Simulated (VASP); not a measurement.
Wanted: the native input for a VASP 6.6.1 run.

| Item | Value |
| --- | --- |
| Task | single point |
| Functional | PBE |
| Potentials or basis | VASP PAW PBE potentials, release 64 (Li_sv, Cl) |
| Cutoff | 520 eV |
| k mesh | 6 × 6 × 6 |
| Occupations | gaussian, width 0.1 eV |
| Spin | no spin polarisation |
| Dipole correction | no |
| Further INCAR settings | ALGO = Normal; EDIFF = 1e-07; NBANDS = 12 |

The structure of LiCl lies in POSCAR:

```
LiCl
1.0
    0.0000000000      2.4796039400      2.4796039400
    2.4796039400      0.0000000000      2.4796039400
    2.4796039400      2.4796039400      0.0000000000
Li Cl
1 1
Direct
    0.0000000000      0.0000000000      0.0000000000
    0.7500000000      0.7500000000      0.7500000000
```

The input as run:

INCAR

```
SYSTEM = LiCl
PREC = Accurate
ENCUT = 520
EDIFF = 1E-7
ISMEAR = 0
SIGMA = 0.1
LREAL = .FALSE.
LASPH = .TRUE.
NELM = 100
ALGO = Normal
ISIF = 2
LWAVE = .FALSE.
LCHARG = .TRUE.
GGA = PE
LELF = .TRUE.
LVHAR = .TRUE.
NBANDS = 12
```

KPOINTS

```
regular mesh
0
G
  6 6 6
  0 0 0
```

Potentials or basis: VASP PAW PBE potentials, release 64 (Li_sv, Cl).

The run is started by

```console
$ cat potpaw_PBE.64/Li_sv/POTCAR potpaw_PBE.64/Cl/POTCAR > POTCAR
$ mpirun -np 1 vasp_std > vasp.out
```

Results of the run:

```yaml
Band_gap_on_the_k_mesh: 6.30 eV, indirect (least direct gap 7.25 eV)
```

Wall time 7.2 s on 1 thread of AMD EPYC 7R43 64-Core Processor (Zen 3) (shared host), peak memory 0.11 GiB.
